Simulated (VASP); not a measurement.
Wanted: the native input for a VASP 6.6.1 run.

```yaml
Task: single point
Functional: LDA
Potentials_or_basis: VASP PAW LDA potentials, release 64 (Cd, S)
Cutoff: 520 eV
k_mesh: 5 × 5 × 3
Occupations: gaussian, width 0.01 eV
Spin: no spin polarisation
Dipole_correction: no
Further_INCAR_settings: ALGO = Normal; EDIFF = 1e-06; NBANDS = 26
```

The structure of CdS (Greenockite) lies in POSCAR:

```
CdS
1.0
    4.1127782640      0.0000000000      0.0000000000
   -2.0563891320      3.5617700349      0.0000000000
    0.0000000000      0.0000000000      6.6765752204
Cd S
2 2
Direct
    0.3333333333      0.6666666667      0.0000000000
    0.6666666667      0.3333333333      0.5000000000
    0.3333333333      0.6666666667      0.3750000000
    0.6666666667      0.3333333333      0.8750000000
```

One way to write it, as run:

INCAR

```
SYSTEM = CdS
PREC = Accurate ; ENCUT = 520
EDIFF = 1E-6 ; ISMEAR = 0
SIGMA = 0.01 ; LREAL = .FALSE.
LASPH = .TRUE. ; NELM = 100
ALGO = Normal ; ISIF = 2
LWAVE = .FALSE. ; LCHARG = .TRUE.
LELF = .TRUE. ; LVHAR = .TRUE.
NBANDS = 26
```

KPOINTS

```
Automatic mesh
0
G
  5 5 3
  0 0 0
```

Potentials or basis: VASP PAW LDA potentials, release 64 (Cd, S).

Launch:

```sh
$ cat potpaw_LDA.64/Cd/POTCAR potpaw_LDA.64/S/POTCAR > POTCAR
$ mpirun -np 1 vasp_std > vasp.out
```

It gave:

```json
{"Pressure": "-1.1 GPa", "Largest force": "0.065 eV/Å", "Band gap on the k mesh": "1.00 eV, direct"}
```

Run time: 26 s on 1 thread of Intel(R) Xeon(R) Platinum 8375C CPU @ 2.90GHz (Ice Lake), with other jobs on the host, peak memory 0.18 GiB.
